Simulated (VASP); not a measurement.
Crystal: Ga2O3.

```
Ga O
1.0
     2.50000    1.44338    4.49000
    -2.50000    1.44338    4.49000
     0.00000   -2.88675    4.49000
Ga O
4 6
Direct
  0.35500 0.35500 0.35500
  0.14500 0.14500 0.14500
  0.64500 0.64500 0.64500
  0.85500 0.85500 0.85500
  0.55500 0.94500 0.25000
  0.25000 0.55500 0.94500
  0.94500 0.25000 0.55500
  0.44500 0.05500 0.75000
  0.75000 0.44500 0.05500
  0.05500 0.75000 0.44500
```

| Property | Result |
| --- | --- |
| Program | VASP 6.6.1 |
| Task | relaxation of cell and atoms |
| Functional | LDA |
| Potentials or basis | VASP PAW LDA potentials, release 64 (Ga_d, O) |
| Cutoff | 600 eV |
| k mesh | 6 × 6 × 6 |
| Occupations | gaussian, width 0.02 eV |
| Spin | no spin polarisation |

At the start: pressure -5.8 GPa; volume 9.72 Å³/atom.

Task: Where does the relaxation end?

Result: Over 11 steps the energy falls by 5.3 meV/atom and the volume is 9.47 Å³/atom (-2.5 %); space group R-3c (No. 167, to 0.1 Å) before and after.

Step by step:
```tsv
step	energy change (eV)	largest force (eV/Å)	pressure (GPa)	volume (Å³)
1	0.0000	0.1911	-5.80	97.21
2	-0.0031	0.0710	6.54	92.35
3	-0.0496	0.1124	0.17	94.70
4	-0.0496	0.1105	0.30	94.65
5	-0.0524	0.0573	0.14	94.69
6	-0.0528	0.0603	0.09	94.72
7	-0.0533	0.0186	-0.13	94.80
8	-0.0534	0.0046	-0.22	94.83
9	-0.0534	0.0097	0.17	94.66
10	-0.0534	0.0037	0.01	94.73
11	-0.0535	0.0011	-0.01	94.73
```

Final structure:
```
Ga O
1.0
     2.48099    1.43240    4.44288
    -2.48099    1.43240    4.44288
     0.00000   -2.86480    4.44288
Ga O
4 6
Direct
  0.35572 0.35572 0.35572
  0.14428 0.14428 0.14428
  0.64428 0.64428 0.64428
  0.85572 0.85572 0.85572
  0.55252 0.94748 0.25000
  0.25000 0.55252 0.94748
  0.94748 0.25000 0.55252
  0.44748 0.05252 0.75000
  0.75000 0.44748 0.05252
  0.05252 0.75000 0.44748
```
